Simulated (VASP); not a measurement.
# Sn2PbO3 in VASP: notebook

Runs on Sn2PbO3. Level: PBE. Tasks: single point.

All numbers are computed with VASP 6.6.1; they aren't measurements. Logs are shortened: lines on timing, memory, paths and dates and some standing lists are left out, and cuts for length are marked.

### Step 1. The cell of the first run

Symmetry: P4/nmm, No. 129, tetragonal system. Conventional cell: a = 3.925 Å, b = 3.925 Å, c = 15.885 Å, α = 90.00°, β = 90.00°, γ = 90.00°. Sn (site symmetry 4mm) has 4 O at 2.27 Å within 3.0 Å. Within 3.0 Å of Sn (site symmetry 4mm) lie 4 O at 2.27 Å. Within 3.1 Å of Pb (site symmetry 4mm) lie 4 O at 2.32 Å. Within 3.0 Å of O (site symmetry 2mm) lie 4 Sn at 2.27 Å and 4 O at 2.78 Å. Within 3.1 Å of O (site symmetry -4m2) lie 4 Pb at 2.32 Å and 4 O at 2.78 Å.

### Step 2. Single point, PBE

File INCAR:

```
ALGO = Normal ; EDIFF = 1E-6
ENCUT = 600 ; GGA = PE
GGA_COMPAT = False ; ISIF = 2
ISMEAR = 0 ; LASPH = True
LCHARG = False ; LREAL = False
LWAVE = False ; NBANDS = 72
NELM = 120 ; PREC = Accurate
SIGMA = 0.02
```

File KPOINTS:

```
k-points
0
Gamma
  8 8 2
```

File POSCAR:

```
Sn2PbO3
1.0
    3.9245761515      0.0000000000      0.0000000000
    0.0000000000      3.9245761515      0.0000000000
    0.0000000000      0.0000000000     15.8854023313
Sn Pb O
4 2 6
Direct
    0.5000000000      0.0000000000      0.5857125227
    0.0000000000      0.5000000000      0.7294613843
    0.0000000000      0.5000000000      0.4142874773
    0.5000000000      0.0000000000      0.2705386157
    0.5000000000      0.0000000000      0.9220086390
    0.0000000000      0.5000000000      0.0779913610
    0.5000000000      0.5000000000      0.6576150703
    0.0000000000      0.0000000000      0.6576150703
    0.5000000000      0.5000000000      0.0000000000
    0.0000000000      0.0000000000      0.0000000000
    0.0000000000      0.0000000000      0.3423849297
    0.5000000000      0.5000000000      0.3423849297
```

Potentials or basis: VASP PAW PBE potentials, release 64 (Sn_d, Pb_d, O).

On the command line:

```sh
> cat potpaw_PBE.64/Sn_d/POTCAR potpaw_PBE.64/Pb_d/POTCAR potpaw_PBE.64/O/POTCAR > POTCAR
> mpirun -np 1 vasp_std > vasp.out
```

OUTCAR:

```text
EDIFF = 1E-6
   ENCUT = 600
   GGA = PE
   ISIF = 2
   ISMEAR = 0
   LASPH = True
   LREAL = False
   NELM = 120
   PREC = Accurate

 ion  position               nearest neighbor table
   1  0.500  0.000  0.586-   7 2.27   8 2.27   7 2.27   8 2.27   2 3.59   2 3.59   2 3.59   2 3.59

   2  0.000  0.500  0.729-   7 2.27   8 2.27   8 2.27   7 2.27   1 3.59   1 3.59   1 3.59   1 3.59

   3  0.000  0.500  0.414-  11 2.27  12 2.27  11 2.27  12 2.27   4 3.59   4 3.59   4 3.59   4 3.59

   4  0.500  0.000  0.271-  11 2.27  12 2.27  12 2.27  11 2.27   3 3.59   3 3.59   3 3.59   3 3.59

   5  0.500  0.000  0.922-   9 2.32  10 2.32   9 2.32  10 2.32   6 3.72   6 3.72   6 3.72   6 3.72

   6  0.000  0.500  0.078-   9 2.32  10 2.32  10 2.32   9 2.32   5 3.72   5 3.72   5 3.72   5 3.72

   7  0.500  0.500  0.658-   2 2.27   2 2.27   1 2.27   1 2.27
   8  0.000  0.000  0.658-   2 2.27   2 2.27   1 2.27   1 2.27
   9  0.500  0.500  0.000-   5 2.32   6 2.32   5 2.32   6 2.32
  10  0.000  0.000  0.000-   5 2.32   6 2.32   6 2.32   5 2.32
  11  0.000  0.000  0.342-   4 2.27   4 2.27   3 2.27   3 2.27
  12  0.500  0.500  0.342-   4 2.27   4 2.27   3 2.27   3 2.27

  LATTYP: Found a simple tetragonal cell.
 ALAT       =     3.9245761515
 C/A-ratio  =     4.0476733584

  Lattice vectors:

 A1 = (   3.9245761515,   0.0000000000,   0.0000000000)
 A2 = (   0.0000000000,   3.9245761515,   0.0000000000)
 A3 = (   0.0000000000,   0.0000000000,  15.8854023313)

Analysis of symmetry for initial positions (statically):
=====================================================================
 Subroutine PRICEL returns:
 Original cell was already a primitive cell.

 Routine SETGRP: Setting up the symmetry group for a
 simple tetragonal supercell.

 Subroutine GETGRP returns: Found 16 space group operations
 (whereof  8 operations were pure point group operations)
 out of a pool of 16 trial point group operations.

The static configuration has the point symmetry D_2d.
 The point group associated with its full space group is D_4h.

Analysis of symmetry for dynamics (positions and initial velocities):
=====================================================================
 Subroutine PRICEL returns:
 Original cell was already a primitive cell.

 Routine SETGRP: Setting up the symmetry group for a
 simple tetragonal supercell.

 Subroutine GETGRP returns: Found 16 space group operations
 (whereof  8 operations were pure point group operations)
 out of a pool of 16 trial point group operations.

The dynamic configuration has the point symmetry D_2d.
 The point group associated with its full space group is D_4h.

 Subroutine INISYM returns: Found 16 space group operations
 (whereof  8 operations are pure point group operations),
 and found     1 'primitive' translations

----------------------------------------------------------------------------------------

                                     Primitive cell

  volume of cell :     244.6717

  direct lattice vectors                    reciprocal lattice vectors
     3.924576152  0.000000000  0.000000000     0.254804586  0.000000000  0.000000000
     0.000000000  3.924576152  0.000000000     0.000000000  0.254804586  0.000000000
     0.000000000  0.000000000 15.885402331     0.000000000  0.000000000  0.062950876

  length of vectors
     3.924576152  3.924576152 15.885402331     0.254804586  0.254804586  0.062950876

  position of ions in fractional coordinates (direct lattice)
     0.500000000  0.000000000  0.585712523
     0.000000000  0.500000000  0.729461384
     0.000000000  0.500000000  0.414287477
     0.500000000  0.000000000  0.270538616
     0.500000000  0.000000000  0.922008639
     0.000000000  0.500000000  0.077991361
     0.500000000  0.500000000  0.657615070
     0.000000000  0.000000000  0.657615070
     0.500000000  0.500000000  0.000000000
     0.000000000  0.000000000  0.000000000
     0.000000000  0.000000000  0.342384930
     0.500000000  0.500000000  0.342384930

  ion indices of the primitive-cell ions
   primitive index   ion index
                 1           1
                 2           2
                 3           3
                 4           4
                 5           5
                 6           6
                 7           7
                 8           8
                 9           9
                10          10
                11          11
                12          12

----------------------------------------------------------------------------------------

 KPOINTS: k-points

Automatic generation of k-mesh.
 Grid dimensions read from file:
 generate k-points for:    8    8    2

 Generating k-lattice:

  Cartesian coordinates                     Fractional coordinates (reciprocal lattice)
     0.031850573  0.000000000  0.000000000     0.125000000  0.000000000  0.000000000
     0.000000000  0.031850573  0.000000000     0.000000000  0.125000000  0.000000000
     0.000000000  0.000000000  0.031475438     0.000000000  0.000000000  0.500000000

  Length of vectors
     0.031850573  0.031850573  0.031475438

  Shift w.r.t. Gamma in fractional coordinates (k-lattice)
     0.000000000  0.000000000  0.000000000

 Subroutine IBZKPT returns following result:
 ===========================================

 Found     30 irreducible k-points:

 Following reciprocal coordinates:
            Coordinates               Weight
  0.000000  0.000000  0.000000      1.000000
  0.125000  0.000000  0.000000      4.000000
  0.250000  0.000000  0.000000      4.000000
  0.375000  0.000000  0.000000      4.000000
  0.500000  0.000000  0.000000      2.000000
  0.125000  0.125000  0.000000      4.000000
[... 16 lines left out ...]
  0.375000  0.125000  0.500000      8.000000
  0.500000  0.125000  0.500000      4.000000
 [... further k-points ...]
   k-points           NKPTS =     30   k-points in BZ     NKDIM =     30   number of bands    NBANDS=     72
   number of dos      NEDOS =    301   number of ions     NIONS =     12
   total plane-waves  NPLWV = 131072
   dimension x,y,z NGX =    32 NGY =   32 NGZ =  128
   dimension x,y,z NGXF=    64 NGYF=   64 NGZF=  256
   ions per type =               4   2   6
   NGX,Y,Z   is equivalent  to a cutoff of  13.56, 13.56, 13.40 a.u.
   NGXF,Y,Z  is equivalent  to a cutoff of  27.11, 27.11, 26.79 a.u.
 SYSTEM =  unknown system
   PREC   = accura    normal or accurate (medium, high low for compatibility)
   ISTART =      0    job   : 0-new  1-cont  2-samecut
   ICHARG =      2    charge: 1-file 2-atom 10-const
   ISPIN  =      1    spin polarized calculation?
   LNONCOLLINEAR =      F non collinear calculations
   LSORBIT =      F    spin-orbit coupling
   LASPH  =      T    aspherical Exc in radial PAW
   ENCUT  =  600.0 eV  44.10 Ry    6.64 a.u.   7.84  7.84 31.73*2*pi/ulx,y,z
   NELM   =    120;   NELMIN=  2; NELMDL= -5     # of ELM steps
   EDIFF  = 0.1E-05   stopping-criterion for ELM
   LREAL  =      F    real-space projection
   EDIFFG = 0.1E-04   stopping-criterion for IOM
   NSW    =      0    number of steps for IOM
   IBRION =     -1    ionic relax: 0-MD 1-quasi-New 2-CG
   NFREE  =      0    steps in history (QN), initial steepest desc. (CG)
   ISIF   =      2    stress and relaxation
   ISYM   =      2    0-nonsym 1-usesym 2-fastsym
   POTIM  = 0.5000    time-step for ionic-motion
   TEBEG  =    0.0;   TEEND  =   0.0 temperature during run
   PSTRESS=    0.0 pullay stress
   NELECT =     120.0000    total number of electrons
   NUPDOWN=      -1.0000    fix difference up-down
   EMIN   =  10.00;   EMAX   =-10.00  energy-range for DOS
   EFERMI =   0.00;   METHOD = LEGACY
   ISMEAR =     0;   SIGMA  =   0.02  broadening in eV -4-tet -1-fermi 0-gaus
   EFERMI_NEDOS =   21; number of points for ismear=-14 and -15
   IALGO  =     38    algorithm
   IMIX   =      4    mixing-type and parameters
     AMIX     =   0.40;   BMIX     =  1.00
     AMIX_MAG =   1.60;   BMIX_MAG =  1.00
  volume/ion in A,a.u.               =      20.39       137.59
  Fermi-wavevector in a.u.,A,eV,Ry     =   1.291043  2.439717 22.678078  1.666792
  Thomas-Fermi vector in A             =   2.422837
   LORBIT       =      0    0 simple, 1 ext, 2 COOP (PROOUT), +10 PAW based schemes
   GGA     = PE    functional components
   LHFCALC =     F    Hartree Fock is set to
   AEXX    =    0.0000 exact exchange contribution
   IVDW    =     0    specifies the selected vdW correction
   LEPSILON=     F    determine dielectric tensor
   LRPA    =     F    only Hartree local field effects (RPA)
 non-spin polarized calculation
 Gauss-broadening in eV      SIGMA  =   0.02
  energy-cutoff  :      600.00
  volume of cell :      244.67
 maximum number of plane-waves:      8200
 NGX is ok and might be reduce to    32
   NGX = 15   NGY = 15   NGZ = 63

 number of electron     119.9999936 magnetization

 Free energy of the ion-electron system (eV)
  ---------------------------------------------------
  ext. energy  EPLUGINS =         0.00000000
  ---------------------------------------------------
  free energy    TOTEN  =       -66.85377576 eV

  energy without entropy =      -66.85377576  energy(sigma->0) =      -66.85377576

 E-fermi :   5.2487     XC(G=0):  -9.4960

 val. band max:        5.1431193405   @ k =   0.0000   0.0000   0.0000
 cond. band min:       6.1053779016   @ k =   0.5000   0.5000   0.0000
 fundamental gap:      0.9622585611
 Fermi energy:         5.2486927291

 k-point     1 :       0.0000    0.0000    0.0000
  band No.  band energies     occupation
      1     -16.4395      2.00000
      2     -16.4346      2.00000
      3     -16.1015      2.00000
      4     -16.1010      2.00000
      5     -16.1010      2.00000
      6     -16.0972      2.00000
[... 64 lines left out ...]
     71      10.5068      0.00000
     72      10.5069      0.00000
[... 1723 lines left out ...]
     71      10.7772      0.00000
     72      10.7772      0.00000

 [... further k-points ...]
[... 5 lines left out ...]
  --------------------------------------------------------------------------------------
  -------------------------------------------------------------------------------------
  Total        0.1505642      0.1505642      0.1583629      0.0000000      0.0000000      0.0000000
  in kB        0.9859358      0.9859358      1.0370039      0.0000000      0.0000000      0.0000000
  external PRESSURE =       1.0029585 kB  Pullay stress =       0.0000000 kB

 VOLUME and BASIS-vectors are now :
 -----------------------------------------------------------------------------
  energy-cutoff  :      600.00
  volume of cell :      244.67
      direct lattice vectors                 reciprocal lattice vectors
     3.924576152  0.000000000  0.000000000     0.254804586  0.000000000  0.000000000
     0.000000000  3.924576152  0.000000000     0.000000000  0.254804586  0.000000000
     0.000000000  0.000000000 15.885402331     0.000000000  0.000000000  0.062950876

 POSITION                                       TOTAL-FORCE (eV/Angst)
 -----------------------------------------------------------------------------------
      1.96229      0.00000      9.30428         0.000000      0.000000     -0.069942
      0.00000      1.96229     11.58779        -0.000000      0.000000      0.068523
      0.00000      1.96229      6.58112        -0.000000      0.000000      0.069942
      1.96229      0.00000      4.29761         0.000000      0.000000     -0.068523
      1.96229      0.00000     14.64648        -0.000000      0.000000     -0.036295
      0.00000      1.96229      1.23892        -0.000000      0.000000      0.036295
      1.96229      1.96229     10.44648         0.000000      0.000000     -0.000001
      0.00000      0.00000     10.44648        -0.000000      0.000000     -0.000001
      1.96229      1.96229      0.00000        -0.000000      0.000000      0.000000
      0.00000      0.00000      0.00000        -0.000000     -0.000000      0.000000
      0.00000      0.00000      5.43892        -0.000000     -0.000000      0.000001
      1.96229      1.96229      5.43892        -0.000000     -0.000000      0.000001
 -----------------------------------------------------------------------------------
    total drift:                                0.000000     -0.000000      0.000000

  FREE ENERGIE OF THE ION-ELECTRON SYSTEM (eV)
  ---------------------------------------------------
  free  energy   TOTEN  =       -66.8537757586 eV

  energy  without entropy=      -66.8537757586  energy(sigma->0) =      -66.85377576
```

Wall time 8.9 min (1 thread of Intel Xeon Platinum 8488C (Sapphire Rapids), shared host); peak memory 0.67 GiB.

Results:

```yaml
Free_energy: -66.8538 eV
Pressure: 0.1 GPa
Largest_force: 0.070 eV/Å
Band_gap_on_the_k_mesh: 0.96 eV (least direct gap 1.62 eV)
```

Forces in eV/Å, atoms in the order of the input:
```
Sn   0.000  0.000 -0.070
Sn   0.000  0.000  0.069
Sn   0.000  0.000  0.070
Sn   0.000  0.000 -0.069
Pb   0.000  0.000 -0.036
Pb   0.000  0.000  0.036
O    0.000  0.000  0.000
O    0.000  0.000  0.000
O    0.000  0.000  0.000
O    0.000  0.000  0.000
O    0.000  0.000  0.000
O    0.000  0.000  0.000
```

Caveat: spin-orbit coupling is left out, which moves the levels of the heavy elements. A k mesh can miss the band edges.

### Step 3. Single point, PBE

File INCAR:

```
ALGO = Normal ; EDIFF = 1E-6
ENCUT = 600 ; GGA = PE
GGA_COMPAT = F ; ISIF = 2
ISMEAR = 0 ; LASPH = T
LCHARG = F ; LREAL = F
LWAVE = F ; NBANDS = 72
NELM = 120 ; PREC = Accurate
SIGMA = 0.1
```

File KPOINTS:

```
k-points
0
Gamma
  4 4 1
```

File POSCAR:

```
Sn2PbO3
1.0
    3.9388050826     -0.0002003264      0.0039644461
   -0.0003651411      3.9068600469     -0.0051808186
    0.0155805848     -0.0210580192     15.9175217059
Sn Pb O
4 2 6
Direct
    0.0005452905      0.4983982793      0.7544758235
    0.5009192292      0.9998396848      0.9283971746
    0.9991621551      0.5026569732      0.0718624956
    0.4995952470      1.0004577457      0.2453923719
    0.5022210325     -0.0034764277      0.6047834372
   -0.0023323475      0.5014861760      0.3950752372
    0.5015978313      0.4969409650      0.6836210878
    0.0016009524     -0.0027140702      0.6826598596
    0.5005577488      0.5023858503      0.0005614987
   -0.0003999975      0.0016940599     -0.0003506988
   -0.0017259798      0.0009624794      0.3162928197
    0.4982588381      0.5013682842      0.3172288929
```

Potentials or basis: VASP PAW PBE potentials, release 64 (Sn_d, Pb_d, O).

On the command line:

```sh
> cat potpaw_PBE.64/Sn_d/POTCAR potpaw_PBE.64/Pb_d/POTCAR potpaw_PBE.64/O/POTCAR > POTCAR
> mpirun -np 1 vasp_std > vasp.out
```

It took 8.4 min on 1 thread of Oxide Virtual Turin-like, shared host; peak memory 0.42 GiB.

Results (log left out):

```yaml
Free_energy: -66.8703 eV
Pressure: 0.1 GPa
Largest_force: 0.077 eV/Å
Band_gap_on_the_k_mesh: 0.89 eV (least direct gap 1.27 eV)
```

Forces in eV/Å, atoms in the order of the input:
```
Sn   0.006 -0.005  0.076
Sn  -0.006  0.020 -0.063
Sn   0.007 -0.005  0.051
Sn  -0.010 -0.001 -0.069
Pb  -0.002 -0.004 -0.026
Pb   0.003  0.007  0.034
O   -0.002  0.014 -0.019
O   -0.003 -0.002 -0.029
O   -0.018 -0.023  0.006
O    0.017  0.003  0.003
O    0.004 -0.001  0.011
O    0.004 -0.004  0.023
```

Levels at points of the mesh, in eV from the valence-band top:
| k point | band 58 | band 59 | band 60 | band 61 | band 62 | band 63 |
| --- | --- | --- | --- | --- | --- | --- |
| (0.00, 0.00, 0.00) | -1.22 | -1.07 | 0.00 | 1.27 | 1.80 | 1.94 |
| (0.50, 0.00, 0.00) | -1.60 | -1.30 | -1.29 | 1.85 | 1.89 | 2.97 |
| (0.00, 0.50, 0.00) | -1.59 | -1.29 | -1.28 | 1.84 | 1.88 | 2.97 |
| (0.50, 0.50, 0.00) | -1.71 | -1.47 | -1.47 | 0.89 | 0.89 | 2.01 |

Caveat: spin-orbit coupling is left out, which moves the levels of the heavy elements.

### Step 4. Single point, PBE

This run uses another cell than the first one, of 20.46 Å³/atom.

File INCAR:

```
SYSTEM = Sn2PbO3
PREC = Accurate
ENCUT = 600
EDIFF = 1E-6
ISMEAR = 0
SIGMA = 0.1
LREAL = .FALSE.
LASPH = .TRUE.
NELM = 120
ALGO = Normal
ISIF = 2
LWAVE = .FALSE.
LCHARG = .FALSE.
GGA = PE
NBANDS = 72
GGA_COMPAT = .FALSE.
```

File KPOINTS:

```
Automatic mesh
0
G
  4 4 1
  0 0 0
```

File POSCAR:

```
Sn2PbO3
1.0
    3.9525778750     -0.0004109513     -0.0019673619
   -0.0006488338      3.8966241905     -0.0019897910
   -0.0080458472     -0.0077432853     15.9412132210
Sn Pb O
4 2 6
Direct
    0.5014088888     -0.0001404174      0.5856125286
    0.0018689396      0.5003376567      0.7288576900
   -0.0013967008      0.4998945631      0.4144336929
    0.4981833313     -0.0006520891      0.2711853967
    0.4997349254      0.0000280017      0.9222735599
    0.0002246265      0.5006061135      0.0776335720
    0.5015974427      0.5001108771      0.6580669765
    1.0015946859      0.0000891119      0.6565052762
    0.4999181836      0.5003168745      0.0009746817
    0.0000554580      0.0002381339     -0.0010588094
    0.9983971534     -0.0004589622      0.3419708618
    0.4984130658      0.4996301362      0.3435445732
```

On the command line:

```sh
> cat potpaw_PBE.64/Sn_d/POTCAR potpaw_PBE.64/Pb_d/POTCAR potpaw_PBE.64/O/POTCAR > POTCAR
> mpirun -np 1 vasp_std > vasp.out
```

It took 6.4 min on 1 thread of Oxide Virtual Turin-like, shared host; peak memory 0.4 GiB.

It converged, with:

| Property | Result |
| --- | --- |
| Free energy | -66.8418 eV |
| Pressure | 0.1 GPa |
| Largest force | 0.068 eV/Å |
| Band gap on the k mesh | 0.98 eV (least direct gap 1.62 eV) |

Forces in eV/Å, atoms in the order of the input:
```
Sn  -0.002 -0.001 -0.068
Sn   0.000  0.001  0.067
Sn   0.002  0.000  0.068
Sn   0.000  0.000 -0.068
Pb   0.000 -0.001 -0.040
Pb   0.000 -0.001  0.042
O   -0.001  0.001  0.007
O   -0.001  0.000 -0.006
O    0.001  0.000 -0.001
O   -0.001  0.001 -0.001
O    0.001  0.001 -0.006
O    0.001  0.000  0.006
```

Levels at points of the mesh, in eV from the valence-band top:
| k point | band 57 | band 58 | band 59 | band 60 | band 61 | band 62 | band 63 | band 64 |
| --- | --- | --- | --- | --- | --- | --- | --- | --- |
| (0.00, 0.00, 0.00) | -1.39 | -1.15 | -0.83 | 0.00 | 1.62 | 1.83 | 1.87 | 3.60 |
| (0.50, 0.00, 0.00) | -1.46 | -1.46 | -1.30 | -1.29 | 2.50 | 2.50 | 2.82 | 2.83 |
| (0.00, 0.50, 0.00) | -1.45 | -1.44 | -1.28 | -1.27 | 2.49 | 2.49 | 2.82 | 2.82 |
| (0.50, 0.50, 0.00) | -1.62 | -1.62 | -0.79 | -0.79 | 0.98 | 0.98 | 2.24 | 2.24 |

Caveat: spin-orbit coupling is left out, which moves the levels of the heavy elements. A k mesh can miss the band edges.

### Step 5. Overview

| cell | k mesh | smearing | gap on the mesh (eV) | pressure (GPa) | largest force (eV/Å) |
| --- | --- | --- | --- | --- | --- |
| a = 3.925, b = 3.925, c = 15.885 Å, 12 atoms, atomic positions A | 8 × 8 × 2 | gaussian 0.02 eV | 0.96 | 0.1 | 0.07 |
| a = 3.939, b = 3.907, c = 15.918 Å, angles 90.2, 89.9, 90.0°, 12 atoms, atomic positions B | 4 × 4 × 1 | gaussian 0.1 eV | 0.89 | 0.1 | 0.08 |
| a = 3.953, b = 3.897, c = 15.941 Å, angles 90.1°, 12 atoms, atomic positions C | 4 × 4 × 1 | gaussian 0.1 eV | 0.98 | 0.1 | 0.07 |

Alike in all rows: task single point; level PBE; potentials or basis VASP PAW PBE potentials, release 64 (Sn_d, Pb_d, O); no spin polarisation; cutoff (eV) 600.

Caveats: spin-orbit coupling is left out, which moves the levels of the heavy elements.

Absolute energies hang on the potentials; compare differences alone.
